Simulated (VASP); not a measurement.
Rb: single point with HSE06

Crystal: Rb.

```
CELL_PARAMETERS angstrom
0.00000 3.58362 3.58362
3.58362 0.00000 3.58362
3.58362 3.58362 0.00000
ATOMIC_POSITIONS crystal
Rb 0.00000 0.00000 0.00000
```

This isn't the form of Rb at room conditions, which is bcc.

```json
{"Program": "VASP 6.6.1", "Task": "single point", "Functional": "HSE06", "Potentials or basis": "VASP PAW PBE potentials, release 64 (Rb_sv)", "Cutoff": "520 eV", "k mesh": "6 × 6 × 6", "Occupations": "gaussian, width 0.05 eV", "Spin": "no spin polarisation", "Dipole correction": "no", "Grid for exact exchange (PRECFOCK)": "Normal", "Further INCAR settings": "ALGO = Normal; EDIFF = 1e-06; NBANDS = 10", "Share of exact exchange": "0.25", "Screening parameter": "0.2079 1/Å"}
```

```
Pressure               : 0.1 GPa
Band gap on the k mesh : zero (an odd number of electrons rules out a gap without spin polarisation)
```

Levels at points of the mesh, in eV from the Fermi level:
```tsv
k point	band 1	band 2	band 3	band 4	band 5	band 6	band 7	band 8	band 9	band 10
(0.00, 0.00, 0.00)	-31.33	-14.20	-14.20	-14.20	-2.15	4.13	4.13	4.13	5.56	5.56
(0.50, 0.00, 0.00)	-31.32	-14.29	-14.21	-14.21	0.34	0.79	3.89	3.89	6.08	6.18
(0.50, 0.50, 0.00)	-31.32	-14.28	-14.23	-14.23	0.89	1.61	2.23	4.84	4.84	5.42
```

It took 39 min on 1 thread of Oxide Virtual Turin-like Processor (shared host), peak memory 0.33 GiB.

Caveat: the PAW data sets were made with another functional, which shifts forces and pressure a little.
